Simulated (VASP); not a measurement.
# Ti3Al (P-6m2) in VASP: further runs

Aim: see how the results for Ti3Al move with the level of theory and the settings. Levels: LDA, PBEsol, r2SCAN. Tasks: single point.

All numbers are computed with VASP 6.6.1; they aren't measurements. Logs are shortened: lines on timing, memory, paths and dates and some standing lists are left out, and cuts for length are marked.

### Step 1. The cell of the first run

Symmetry: P-6m2, No. 187, hexagonal system. Conventional cell: a = 2.928 Å, b = 2.928 Å, c = 9.226 Å, α = 90.00°, β = 90.00°, γ = 120.00°. Within 3.8 Å of Ti (site symmetry 3m) lie 9 Ti at 2.86 to 2.93 Å and 3 Al at 2.86 Å. Within 3.8 Å of Ti (site symmetry -6m2) lie 12 Ti at 2.86 to 2.93 Å. Al (site symmetry -6m2) has 6 Ti at 2.86 Å and 6 Al at 2.93 Å within 3.8 Å.

### Step 2. Single point, LDA

INCAR

```
SYSTEM = Ti3Al
ALGO = Normal ; EDIFF = 1E-7
ENCUT = 520 ; ISIF = 2
ISMEAR = -1 ; LASPH = .True.
LCHARG = .False. ; LREAL = .False.
LWAVE = .False. ; NBANDS = 28
NELM = 100 ; PREC = Accurate
SIGMA = 0.05
```

KPOINTS

```
k-points
0
Gamma
  6 6 2
  0 0 0
```

POSCAR

```
Ti3Al
1.0
    2.9275422229      0.0000000000      0.0000000000
   -1.4637711114      2.5353259357      0.0000000000
    0.0000000000      0.0000000000      9.2263620000
Ti Al
3 1
Direct
    0.3333333333      0.6666666667      0.2494060000
    0.3333333333      0.6666666667      0.7505940000
    0.6666666667      0.3333333333      0.0000000000
    0.6666666667      0.3333333333      0.5000000000
```

Potentials or basis: VASP PAW LDA potentials, release 64 (Ti_sv, Al).

Launch:

```console
$ cat potpaw_LDA.64/Ti_sv/POTCAR potpaw_LDA.64/Al/POTCAR > POTCAR
$ mpirun -np 1 vasp_std > vasp.out
```

OUTCAR:

```text
SYSTEM = Ti3Al
   EDIFF = 1E-7
   ENCUT = 520
   ISIF = 2
   ISMEAR = -1
   LASPH = .True.
   LREAL = .False.
   NELM = 100
   PREC = Accurate

 ion  position               nearest neighbor table
   1  0.333  0.667  0.249-   3 2.86   3 2.86   3 2.86   4 2.86   4 2.86   4 2.86
   2  0.333  0.667  0.751-   3 2.86   3 2.86   3 2.86   4 2.86   4 2.86   4 2.86
   3  0.667  0.333  0.000-   1 2.86   2 2.86   1 2.86   2 2.86   1 2.86   2 2.86
   4  0.667  0.333  0.500-   1 2.86   2 2.86   1 2.86   2 2.86   1 2.86   2 2.86

  LATTYP: Found a hexagonal cell.
 ALAT       =     2.9275422229
 C/A-ratio  =     3.1515726495

  Lattice vectors:

 A1 = (   2.9275422229,   0.0000000000,   0.0000000000)
 A2 = (  -1.4637711114,   2.5353259357,   0.0000000000)
 A3 = (   0.0000000000,   0.0000000000,   9.2263620000)

Analysis of symmetry for initial positions (statically):
=====================================================================
 Subroutine PRICEL returns:
 Original cell was already a primitive cell.

 Routine SETGRP: Setting up the symmetry group for a
 hexagonal supercell.

 Subroutine GETGRP returns: Found 12 space group operations
 (whereof 12 operations were pure point group operations)
 out of a pool of 24 trial point group operations.

The static configuration has the point symmetry D_3h.

Analysis of symmetry for dynamics (positions and initial velocities):
=====================================================================
 Subroutine PRICEL returns:
 Original cell was already a primitive cell.

 Routine SETGRP: Setting up the symmetry group for a
 hexagonal supercell.

 Subroutine GETGRP returns: Found 12 space group operations
 (whereof 12 operations were pure point group operations)
 out of a pool of 24 trial point group operations.

The dynamic configuration has the point symmetry D_3h.

 Subroutine INISYM returns: Found 12 space group operations
 (whereof 12 operations are pure point group operations),
 and found     1 'primitive' translations

----------------------------------------------------------------------------------------

                                     Primitive cell

  volume of cell :      68.4806

  direct lattice vectors                    reciprocal lattice vectors
     2.927542223  0.000000000  0.000000000     0.341583459  0.197213302  0.000000000
    -1.463771111  2.535325936  0.000000000     0.000000000  0.394426604  0.000000000
     0.000000000  0.000000000  9.226362000     0.000000000  0.000000000  0.108385082

  length of vectors
     2.927542223  2.927542223  9.226362000     0.394426604  0.394426604  0.108385082

[... 74 lines left out ...]
   LREAL  =      F    real-space projection
   EDIFFG = 0.1E-05   stopping-criterion for IOM
   NSW    =      0    number of steps for IOM
   IBRION =     -1    ionic relax: 0-MD 1-quasi-New 2-CG
   NFREE  =      0    steps in history (QN), initial steepest desc. (CG)
   ISIF   =      2    stress and relaxation
   ISYM   =      2    0-nonsym 1-usesym 2-fastsym
   POTIM  = 0.5000    time-step for ionic-motion
   TEBEG  =    0.0;   TEEND  =   0.0 temperature during run
   PSTRESS=    0.0 pullay stress
   NELECT =      39.0000    total number of electrons
   NUPDOWN=      -1.0000    fix difference up-down
   EMIN   =  10.00;   EMAX   =-10.00  energy-range for DOS
   EFERMI =   0.00;   METHOD = LEGACY
   ISMEAR =    -1;   SIGMA  =   0.05  broadening in eV -4-tet -1-fermi 0-gaus
   EFERMI_NEDOS =   21; number of points for ismear=-14 and -15
   IALGO  =     38    algorithm
   IMIX   =      4    mixing-type and parameters
     AMIX     =   0.40;   BMIX     =  1.00
     AMIX_MAG =   1.60;   BMIX_MAG =  1.00
  volume/ion in A,a.u.               =      17.12       115.53
  Fermi-wavevector in a.u.,A,eV,Ry     =   1.356981  2.564323 25.053746  1.841398
  Thomas-Fermi vector in A             =   2.483938
   LORBIT       =      0    0 simple, 1 ext, 2 COOP (PROOUT), +10 PAW based schemes
   GGA     = CA    functional components
   LHFCALC =     F    Hartree Fock is set to
   AEXX    =    0.0000 exact exchange contribution
   IVDW    =     0    specifies the selected vdW correction
   LEPSILON=     F    determine dielectric tensor
   LRPA    =     F    only Hartree local field effects (RPA)
 non-spin polarized calculation
  energy-cutoff  :      520.00
  volume of cell :       68.48
 maximum number of plane-waves:      1907
 NGX is ok and might be reduce to    24
   NGX = 11   NGY = 11   NGZ = 35

 number of electron      38.9999989 magnetization

 Free energy of the ion-electron system (eV)
  ---------------------------------------------------
  ext. energy  EPLUGINS =         0.00000000
  ---------------------------------------------------
  free energy    TOTEN  =       -30.27259356 eV

  energy without entropy =      -30.24303948  energy(sigma->0) =      -30.25781652

 E-fermi :   7.7649     XC(G=0): -11.4479

 val. band max:        7.6791938657   @ k =   0.3333   0.3333   0.5000
 cond. band min:       7.7666316268   @ k =   0.3333   0.3333   0.5000
 fundamental gap:      0.0874377611
 Fermi energy:         7.7648705071

 k-point     1 :       0.0000    0.0000    0.0000
  band No.  band energies     occupation
      1     -48.3105      2.00000
      2     -48.2409      2.00000
      3     -48.1958      2.00000
      4     -25.2116      2.00000
      5     -24.9377      2.00000
      6     -24.6588      2.00000
[... 423 lines left out ...]
     27      10.9863      0.00000
     28      11.0204      0.00000

------------------------ aborting loop because EDIFF is reached ----------------------------------------

  FORCE on cell =-STRESS in cart. coord.  units (eV):
  Direction    XX          YY          ZZ          XY          YZ          ZX
  --------------------------------------------------------------------------------------
  -------------------------------------------------------------------------------------
  Total       -3.1093200     -3.1093200     -2.7937426     -0.0000000      0.0000000     -0.0000000
  in kB      -72.7459049    -72.7459049    -65.3626285     -0.0000000      0.0000000     -0.0000000
  external PRESSURE =     -70.2848127 kB  Pullay stress =       0.0000000 kB

 VOLUME and BASIS-vectors are now :
 -----------------------------------------------------------------------------
  energy-cutoff  :      520.00
  volume of cell :       68.48
      direct lattice vectors                 reciprocal lattice vectors
     2.927542223  0.000000000  0.000000000     0.341583459  0.197213302  0.000000000
    -1.463771111  2.535325936  0.000000000     0.000000000  0.394426604  0.000000000
     0.000000000  0.000000000  9.226362000     0.000000000  0.000000000  0.108385082

 POSITION                                       TOTAL-FORCE (eV/Angst)
 -----------------------------------------------------------------------------------
     -0.00000      1.69022      2.30111         0.000000     -0.000000     -0.070955
     -0.00000      1.69022      6.92525         0.000000      0.000000      0.070955
      1.46377      0.84511      0.00000        -0.000000     -0.000000     -0.000000
      1.46377      0.84511      4.61318         0.000000     -0.000000     -0.000000
 -----------------------------------------------------------------------------------
    total drift:                                0.000000     -0.000000      0.000000

  FREE ENERGIE OF THE ION-ELECTRON SYSTEM (eV)
  ---------------------------------------------------
  free  energy   TOTEN  =       -30.2725935595 eV

  energy  without entropy=      -30.2430394802  energy(sigma->0) =      -30.25781652
```

OSZICAR:

```text
N       E                     dE             d eps       ncg     rms          rms(c)
DAV:   1     0.470316121782E+03    0.47032E+03   -0.19807E+04   784   0.163E+03
DAV:   2     0.233519042476E+02   -0.44696E+03   -0.43877E+03   788   0.495E+02
DAV:   3    -0.284932122382E+02   -0.51845E+02   -0.50310E+02  1360   0.140E+02
DAV:   4    -0.338477608121E+02   -0.53545E+01   -0.53237E+01  1168   0.411E+01
DAV:   5    -0.340860969589E+02   -0.23834E+00   -0.23820E+00  1148   0.785E+00    0.147E+01
DAV:   6    -0.304228386283E+02    0.36633E+01   -0.18022E+01  1112   0.343E+01    0.403E+00
DAV:   7    -0.304861369379E+02   -0.63298E-01   -0.37017E+00  1244   0.147E+01    0.481E+00
DAV:   8    -0.303197166564E+02    0.16642E+00   -0.28560E+00  1156   0.822E+00    0.261E+00
DAV:   9    -0.302670227337E+02    0.52694E-01   -0.25316E-01  1212   0.335E+00    0.137E+00
DAV:  10    -0.302725924446E+02   -0.55697E-02   -0.88233E-02  1072   0.244E+00    0.313E-01
DAV:  11    -0.302723910516E+02    0.20139E-03   -0.22414E-02  1168   0.137E+00    0.154E-01
DAV:  12    -0.302725933208E+02   -0.20227E-03   -0.13760E-03  1084   0.430E-01    0.491E-02
DAV:  13    -0.302725972658E+02   -0.39450E-05   -0.35821E-04  1156   0.152E-01    0.337E-02
DAV:  14    -0.302725943026E+02    0.29632E-05   -0.61767E-05  1140   0.557E-02    0.107E-02
DAV:  15    -0.302725939369E+02    0.36574E-06   -0.10111E-05  1248   0.335E-02    0.688E-03
DAV:  16    -0.302725935936E+02    0.34331E-06   -0.12478E-06   984   0.794E-03    0.158E-03
DAV:  17    -0.302725935595E+02    0.34018E-07   -0.24285E-07   752   0.458E-03
   1 F= -.30272594E+02 E0= -.30257817E+02  d E =-.295541E-01
```

stdout:

```text
POSCAR found type information on POSCAR TiAl
 POSCAR found :  2 types and       4 ions
 scaLAPACK will be used
 LDA part: xc-table for (Slater(with rela. corr.)+CA(PZ))
 , standard interpolation
 POSCAR, INCAR and KPOINTS ok, starting setup
 FFT: planning ... GRIDC
 FFT: planning ... GRID_SOFT
 FFT: planning ... GRID
 WAVECAR not read
 entering main loop
```

It took 50 s on 1 thread of Intel Xeon 8259CL, shared host; peak memory 0.17 GiB.

What came out:

| Item | Value |
| --- | --- |
| Free energy | -30.2726 eV |
| Pressure | -7.0 GPa |
| Largest force | 0.071 eV/Å |

Forces in eV/Å, atoms in the order of the input:
```
Ti   0.000  0.000 -0.071
Ti   0.000  0.000  0.071
Ti   0.000  0.000  0.000
Al   0.000  0.000  0.000
```

Stress tensor (GPa, compression positive):
```
-7.27  0.00  0.00
 0.00 -7.27  0.00
 0.00  0.00 -6.54
```

Caveat: the k points lie up to 0.41 Å⁻¹ apart.

### Step 3. Single point, PBEsol

INCAR

```
PREC = Accurate ; ENCUT = 520
EDIFF = 1E-7 ; ISMEAR = -1
SIGMA = 0.05 ; LREAL = F
LASPH = T ; NELM = 100
ALGO = Normal ; ISIF = 2
LWAVE = F ; LCHARG = F
GGA = PS ; NBANDS = 28
```

KPOINTS

```
Automatic mesh
0
Gamma
  6 6 2
```

POSCAR is that of step 2.

Potentials or basis: VASP PAW PBE potentials, release 64 (Ti_sv, Al).

Launch:

```console
$ cat potpaw_PBE.64/Ti_sv/POTCAR potpaw_PBE.64/Al/POTCAR > POTCAR
$ mpirun -np 1 vasp_std > vasp.out
```

OUTCAR:

```text
PREC = Accurate
   ENCUT = 520
   EDIFF = 1E-7
   ISMEAR = -1
   LREAL = F
   LASPH = T
   NELM = 100
   ISIF = 2
   GGA = PS

 ion  position               nearest neighbor table
   1  0.333  0.667  0.249-   3 2.86   3 2.86   3 2.86   4 2.86   4 2.86   4 2.86
   2  0.333  0.667  0.751-   3 2.86   3 2.86   3 2.86   4 2.86   4 2.86   4 2.86
   3  0.667  0.333  0.000-   1 2.86   2 2.86   1 2.86   2 2.86   1 2.86   2 2.86
   4  0.667  0.333  0.500-   1 2.86   2 2.86   1 2.86   2 2.86   1 2.86   2 2.86

  LATTYP: Found a hexagonal cell.
[... 621 lines left out ...]
  --------------------------------------------------------------------------------------
  -------------------------------------------------------------------------------------
  Total       -1.5719008     -1.5719008     -1.3080949     -0.0000000      0.0000000     -0.0000000
  in kB      -36.7763186    -36.7763186    -30.6042957     -0.0000000      0.0000000     -0.0000000
  external PRESSURE =     -34.7189776 kB  Pullay stress =       0.0000000 kB

 VOLUME and BASIS-vectors are now :
 -----------------------------------------------------------------------------
  energy-cutoff  :      520.00
  volume of cell :       68.48
      direct lattice vectors                 reciprocal lattice vectors
     2.927542223  0.000000000  0.000000000     0.341583459  0.197213302  0.000000000
    -1.463771111  2.535325936  0.000000000     0.000000000  0.394426604  0.000000000
     0.000000000  0.000000000  9.226362000     0.000000000  0.000000000  0.108385082

 POSITION                                       TOTAL-FORCE (eV/Angst)
 -----------------------------------------------------------------------------------
     -0.00000      1.69022      2.30111        -0.000000      0.000000     -0.023591
     -0.00000      1.69022      6.92525        -0.000000     -0.000000      0.023591
      1.46377      0.84511      0.00000         0.000000     -0.000000      0.000000
      1.46377      0.84511      4.61318        -0.000000     -0.000000      0.000000
 -----------------------------------------------------------------------------------
    total drift:                                0.000000     -0.000000      0.000000

  FREE ENERGIE OF THE ION-ELECTRON SYSTEM (eV)
  ---------------------------------------------------
  free  energy   TOTEN  =       -29.6294490681 eV

  energy  without entropy=      -29.6019862638  energy(sigma->0) =      -29.61571767
```

stdout:

```text
POSCAR found type information on POSCAR TiAl
 POSCAR found :  2 types and       4 ions
 scaLAPACK will be used
 -----------------------------------------------------------------------------
|                                                                             |
|                                                                             |
|     You enforced a specific xc type in the INCAR file but a different       |
|     I HOPE YOU KNOW WHAT YOU ARE DOING!                                     |
|                                                                             |
 -----------------------------------------------------------------------------

 LDA part: xc-table for (Slater+PW92), standard interpolation
 POSCAR, INCAR and KPOINTS ok, starting setup
 FFT: planning ... GRIDC
 FFT: planning ... GRID_SOFT
 FFT: planning ... GRID
 WAVECAR not read
 entering main loop
```

Run time: 73 s. Hardware: 1 thread of Intel Xeon 8259CL, shared host; peak memory 0.19 GiB.

Results:

```
Free energy   : -29.6294 eV
Pressure      : -3.5 GPa
Largest force : 0.024 eV/Å
```

Forces on the atoms (eV/Å):
```
Ti   0.000  0.000 -0.024
Ti   0.000  0.000  0.024
Ti   0.000  0.000  0.000
Al   0.000  0.000  0.000
```

Levels at points of the mesh, in eV from the Fermi level:
```tsv
k point	band 18	band 19	band 20	band 21	band 22	band 23
(0.00, 0.00, 0.00)	0.46	0.70	0.79	0.79	0.89	0.89
(0.50, 0.00, 0.00)	-1.23	-0.65	-0.41	0.86	0.99	1.10
(0.00, 0.00, 0.50)	0.41	0.74	0.79	0.79	0.88	0.88
(0.50, 0.00, 0.50)	-1.22	-0.94	-0.06	0.82	0.86	1.03
```

Caveat: the k points lie up to 0.41 Å⁻¹ apart; the PAW data sets were made with another functional, which shifts forces and pressure a little.

(Part 1 of 2 ends here.)
